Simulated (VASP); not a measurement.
# Mg (P6_3/mmc) in VASP: a series of runs, part 2 of 2

VASP 6.6.1.

## (3) Relaxation of cell and atoms, PBE, target pressure 20 GPa, at which the enthalpy is minimised

This run uses another cell than the first one, of 23.24 Å³/atom, 1.373 times its volume.

INCAR reads:

```
PREC = Accurate
ENCUT = 600
EDIFF = 1E-7
ISMEAR = 1
SIGMA = 0.1
LREAL = False
LASPH = True
NELM = 120
ALGO = Normal
ISIF = 3
LWAVE = False
LCHARG = False
GGA = PE
IBRION = 2
NSW = 50
EDIFFG = -0.02
PSTRESS = 200.0
GGA_COMPAT = False
NELMIN = 4
```

KPOINTS reads:

```
regular mesh
0
Gamma
  9 9 5
```

POSCAR reads:

```
Mg
1.0
    3.2093000000      0.0000000000      0.0000000000
   -1.6046500000      2.7793353284      0.0000000000
    0.0000000000      0.0000000000      5.2103000000
Mg
2
Direct
    0.3333330000      0.6666670000      0.2500000000
    0.6666670000      0.3333330000      0.7500000000
```

Potentials or basis: VASP PAW PBE potentials, release 64 (Mg).

Launch:

```console
$ cat potpaw_PBE.64/Mg/POTCAR > POTCAR
$ mpirun -np 1 vasp_std > vasp.out
```

OUTCAR:

```text
PREC = Accurate
   ENCUT = 600
   EDIFF = 1E-7
   ISMEAR = 1
   LREAL = False
   LASPH = True
   NELM = 120
   ISIF = 3
   GGA = PE
   IBRION = 2
   NSW = 50
   EDIFFG = -0.02
   PSTRESS = 200.0
   NELMIN = 4

 ion  position               nearest neighbor table
   1  0.333  0.667  0.250-   2 3.20   2 3.20   2 3.20   2 3.20   2 3.20   2 3.20
   2  0.667  0.333  0.750-   1 3.20   1 3.20   1 3.20   1 3.20   1 3.20   1 3.20

  LATTYP: Found a hexagonal cell.
 ALAT       =     3.2093000000
 C/A-ratio  =     1.6235004518

  Lattice vectors:

 A1 = (   3.2093000000,   0.0000000000,   0.0000000000)
 A2 = (  -1.6046500000,   2.7793353284,   0.0000000000)
 A3 = (   0.0000000000,   0.0000000000,   5.2103000000)

Analysis of symmetry for initial positions (statically):
=====================================================================
 Subroutine PRICEL returns:
 Original cell was already a primitive cell.

 Routine SETGRP: Setting up the symmetry group for a
 hexagonal supercell.

 Subroutine GETGRP returns: Found 24 space group operations
 (whereof 12 operations were pure point group operations)
 out of a pool of 24 trial point group operations.

The static configuration has the point symmetry D_3d.
 The point group associated with its full space group is D_6h.

Analysis of symmetry for dynamics (positions and initial velocities):
=====================================================================
 Subroutine PRICEL returns:
 Original cell was already a primitive cell.

 Routine SETGRP: Setting up the symmetry group for a
 hexagonal supercell.

 Subroutine GETGRP returns: Found 24 space group operations
 (whereof 12 operations were pure point group operations)
 out of a pool of 24 trial point group operations.

The dynamic configuration has the point symmetry D_3d.
 The point group associated with its full space group is D_6h.

 Subroutine INISYM returns: Found 24 space group operations
 (whereof 12 operations are pure point group operations),
 and found     1 'primitive' translations

----------------------------------------------------------------------------------------

                                     Primitive cell

  volume of cell :      46.4744

  direct lattice vectors                    reciprocal lattice vectors
     3.209300000  0.000000000  0.000000000     0.311594429  0.179899127  0.000000000
    -1.604650000  2.779335328  0.000000000     0.000000000  0.359798255  0.000000000
     0.000000000  0.000000000  5.210300000     0.000000000  0.000000000  0.191927528

  length of vectors
     3.209300000  3.209300000  5.210300000     0.359798255  0.359798255  0.191927528

  position of ions in fractional coordinates (direct lattice)
     0.333333000  0.666667000  0.250000000
     0.666667000  0.333333000  0.750000000

  ion indices of the primitive-cell ions
   primitive index   ion index
                 1           1
                 2           2

----------------------------------------------------------------------------------------

 KPOINTS: regular mesh

Automatic generation of k-mesh.
 Grid dimensions read from file:
 generate k-points for:    9    9    5

 Generating k-lattice:

  Cartesian coordinates                     Fractional coordinates (reciprocal lattice)
     0.034621603  0.019988792  0.000000000     0.111111111 -0.000000000  0.000000000
     0.000000000  0.039977584  0.000000000     0.000000000  0.111111111  0.000000000
     0.000000000  0.000000000  0.038385506     0.000000000  0.000000000  0.200000000

  Length of vectors
     0.039977584  0.039977584  0.038385506

  Shift w.r.t. Gamma in fractional coordinates (k-lattice)
     0.000000000  0.000000000  0.000000000

 Subroutine IBZKPT returns following result:
 ===========================================

 Found     36 irreducible k-points:

 Following reciprocal coordinates:
            Coordinates               Weight
  0.000000  0.000000  0.000000      1.000000
  0.111111  0.000000  0.000000      6.000000
  0.222222  0.000000  0.000000      6.000000
  0.333333  0.000000  0.000000      6.000000
  0.444444  0.000000  0.000000      6.000000
  0.111111  0.111111  0.000000      6.000000
[... 16 lines left out ...]
  0.333333  0.222222  0.200000     24.000000
  0.333333  0.333333  0.200000      4.000000
 [... further k-points ...]
   k-points           NKPTS =     36   k-points in BZ     NKDIM =     36   number of bands    NBANDS=      6
   number of dos      NEDOS =    301   number of ions     NIONS =      2
   total plane-waves  NPLWV =  32928
   dimension x,y,z NGX =    28 NGY =   28 NGZ =   42
   dimension x,y,z NGXF=    56 NGYF=   56 NGZF=   84
   ions per type =               2
   NGX,Y,Z   is equivalent  to a cutoff of  14.50, 14.50, 13.40 a.u.
   NGXF,Y,Z  is equivalent  to a cutoff of  29.01, 29.01, 26.80 a.u.
 SYSTEM =  unknown system
   PREC   = accura    normal or accurate (medium, high low for compatibility)
   ISTART =      0    job   : 0-new  1-cont  2-samecut
   ICHARG =      2    charge: 1-file 2-atom 10-const
   ISPIN  =      1    spin polarized calculation?
   LNONCOLLINEAR =      F non collinear calculations
   LSORBIT =      F    spin-orbit coupling
   LASPH  =      T    aspherical Exc in radial PAW
   ENCUT  =  600.0 eV  44.10 Ry    6.64 a.u.   6.41  6.41 10.41*2*pi/ulx,y,z
   NELM   =    120;   NELMIN=  4; NELMDL= -5     # of ELM steps
   EDIFF  = 0.1E-06   stopping-criterion for ELM
   LREAL  =      F    real-space projection
   EDIFFG = -.2E-01   stopping-criterion for IOM
   NSW    =     50    number of steps for IOM
   IBRION =      2    ionic relax: 0-MD 1-quasi-New 2-CG
   NFREE  =      1    steps in history (QN), initial steepest desc. (CG)
   ISIF   =      3    stress and relaxation
   ISYM   =      2    0-nonsym 1-usesym 2-fastsym
   POTIM  = 0.5000    time-step for ionic-motion
   TEBEG  =    0.0;   TEEND  =   0.0 temperature during run
   PSTRESS=  200.0 pullay stress
   NELECT =       4.0000    total number of electrons
   NUPDOWN=      -1.0000    fix difference up-down
   EMIN   =  10.00;   EMAX   =-10.00  energy-range for DOS
   EFERMI =   0.00;   METHOD = LEGACY
   ISMEAR =     1;   SIGMA  =   0.10  broadening in eV -4-tet -1-fermi 0-gaus
   EFERMI_NEDOS =   21; number of points for ismear=-14 and -15
   IALGO  =     38    algorithm
   IMIX   =      4    mixing-type and parameters
     AMIX     =   0.40;   BMIX     =  1.00
     AMIX_MAG =   1.60;   BMIX_MAG =  1.00
  volume/ion in A,a.u.               =      23.24       156.81
  Fermi-wavevector in a.u.,A,eV,Ry     =   0.722809  1.365911  7.108401  0.522453
  Thomas-Fermi vector in A             =   1.812866
   LORBIT       =      0    0 simple, 1 ext, 2 COOP (PROOUT), +10 PAW based schemes
   GGA     = PE    functional components
   LHFCALC =     F    Hartree Fock is set to
   AEXX    =    0.0000 exact exchange contribution
   IVDW    =     0    specifies the selected vdW correction
   LEPSILON=     F    determine dielectric tensor
   LRPA    =     F    only Hartree local field effects (RPA)
 conjugate gradient relaxation of ions
 non-spin polarized calculation
 Methfessel and Paxton  Order N= 1 SIGMA  =   0.10
  energy-cutoff  :      600.00
  volume of cell :       46.47
 maximum number of plane-waves:      1568
 NGX is ok and might be reduce to    28
   NGX = 13   NGY = 13   NGZ = 21

--------------------------------------- Ionic step        1  -------------------------------------------

 number of electron       4.0000000 magnetization

 Free energy of the ion-electron system (eV)
  ---------------------------------------------------
  ext. energy  EPLUGINS =         0.00000000
  ---------------------------------------------------
  free energy    TOTEN  =        -3.00542833 eV

  energy without entropy =       -3.00602664  energy(sigma->0) =       -3.00562777

 E-fermi :   2.5262     XC(G=0):  -8.4540

 val. band max:        2.5058440770   @ k =   0.4444   0.0000   0.4000
 cond. band min:       2.6259907391   @ k =   0.4444   0.1111   0.4000
 fundamental gap:      0.1201466621
 Fermi energy:         2.5261933860

 k-point     1 :       0.0000    0.0000    0.0000
  band No.  band energies     occupation
      1      -4.3093      2.00000
      2       0.9076      2.00000
      3       1.3271      2.00000
      4      13.4384      0.00000
      5      13.4385      0.00000
      6      13.5279      0.00000
[... 619 lines left out ...]
  enthalpy is  TOTEN    =         1.7958092276 eV   P V=        4.2363078992

--------------------------------------- Ionic step        6  -------------------------------------------

 number of electron       4.0000000 magnetization

 Free energy of the ion-electron system (eV)
  ---------------------------------------------------
  ext. energy  EPLUGINS =         0.00000000
  ---------------------------------------------------
  free energy    TOTEN  =        -2.43218483 eV

  energy without entropy =       -2.43143582  energy(sigma->0) =       -2.43193516

 E-fermi :   4.4325     XC(G=0):  -9.4874

 val. band max:        4.4101128527   @ k =   0.3333   0.3333   0.4000
 cond. band min:       4.4715341801   @ k =   0.4444   0.0000   0.4000
 fundamental gap:      0.0614213274
 Fermi energy:         4.4324869889

 k-point     1 :       0.0000    0.0000    0.0000
  band No.  band energies     occupation
      1      -3.9076      2.00000
      2       2.2139      2.00000
      3       3.1698      2.00000
      4      17.2986      0.00000
      5      17.2986      0.00000
      6      18.1017      0.00000
[... 236 lines left out ...]
  FREE ENERGIE OF THE ION-ELECTRON SYSTEM (eV)
  ---------------------------------------------------
  free  energy   TOTEN  =        -2.4321848286 eV

  energy  without entropy=       -2.4314358181  energy(sigma->0) =       -2.43193516

  enthalpy is  TOTEN    =         1.7957497566 eV   P V=        4.2279345853

 reached required accuracy - stopping structural energy minimisation
```

CONTCAR:

```text
Mg
   1.00000000000000
     2.8841031351408923   -0.0000000000000000    0.0000000000000000
    -1.4420515675704462    2.4977065822014950   -0.0000000000000000
     0.0000000000000000   -0.0000000000000000    4.7017186885615834
  Mg
     2
Direct
     0.3333330000000032    0.6666669999999968    0.2500000000000000
     0.6666669999999968    0.3333330000000032    0.7500000000000000

  0.00000000E+00  0.00000000E+00  0.00000000E+00
  0.00000000E+00  0.00000000E+00  0.00000000E+00
```

Wall time 28 s (1 thread of Intel Xeon 6975P-C (Granite Rapids), shared host); peak memory 0.19 GiB.

Results:

```yaml
Free_energy: -2.4322 eV
Relaxed_volume: 16.93 Å³/atom
Relaxed_cell: a = 2.884 Å, b = 2.884 Å, c = 4.702 Å, α = 90.00°, β = 90.00°, γ = 120.00°
Space_group_after_relaxing_to_0.05_Å: P6_3/mmc (No. 194)
Energy_change_on_relaxing_the_enthalpy_is_what_falls: +286.6 meV/atom
Ionic_steps: 6
Pressure_after_relaxing: 20.0 GPa
Band_gap_on_the_k_mesh: zero (band 2 reaches 5.37 eV, above the bottom of band 3 at 3.17 eV)
```

Step by step:
| step | energy change (eV) | largest force (eV/Å) | pressure (GPa) | volume (Å³) |
| --- | --- | --- | --- | --- |
| 1 | 0.0000 | 0.0000 | -0.64 | 46.47 |
| 2 | 1.4374 | 0.0000 | 40.29 | 29.11 |
| 3 | 0.5670 | 0.0000 | 19.79 | 33.92 |
| 4 | 0.5952 | 0.0000 | 20.50 | 33.70 |
| 5 | 0.5649 | 0.0000 | 19.74 | 33.94 |
| 6 | 0.5732 | 0.0000 | 19.95 | 33.87 |

Final structure:
```
Mg
1.0
     2.88410    0.00000    0.00000
    -1.44205    2.49771    0.00000
     0.00000    0.00000    4.70172
Mg
2
Direct
  0.33333 0.66667 0.25000
  0.66667 0.33333 0.75000
```

Caveat: the cell is relaxed towards a set pressure, so the enthalpy falls and the energy may rise; the volume moved by over 15 % at a fixed basis, so the end points are rough.
